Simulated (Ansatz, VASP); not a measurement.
**ZrB2: VASP beside Ansatz**

```
Zr B
1.0
     3.16647    0.00000    0.00000
    -1.58324    2.74225    0.00000
     0.00000    0.00000    3.55294
Zr B
1 2
Direct
  0.00000 0.00000 0.00000
  0.33333 0.66667 0.50000
  0.66667 0.33333 0.50000
```

Alike in both runs: task single point; functional r2SCAN; k mesh 12 × 12 × 8; occupations fermi-dirac, width 0.02 eV; no spin polarisation.

|  | VASP | Ansatz |
| --- | --- | --- |
| version | VASP 6.6.1 | Ansatz 0.2.0 |
| potentials or method | VASP PAW PBE potentials, release 64 (Zr_sv, B) | plane waves, PAW |
| plane-wave cutoff (eV) | 550 | 500 |
| valence electrons in the cell | 18 | 18 |

|  | VASP | Ansatz | Ansatz less VASP |
| --- | --- | --- | --- |
| pressure (GPa) | 0.1 | 0.0 | -0.08 |
| traceless stress, the component that is largest in VASP (GPa) | 0.07 | 0.07 | -0.004 |

VASP's potentials were made for PBE, not for r2SCAN. The functional is the same, so the differences come from potentials, cutoffs and numerics.
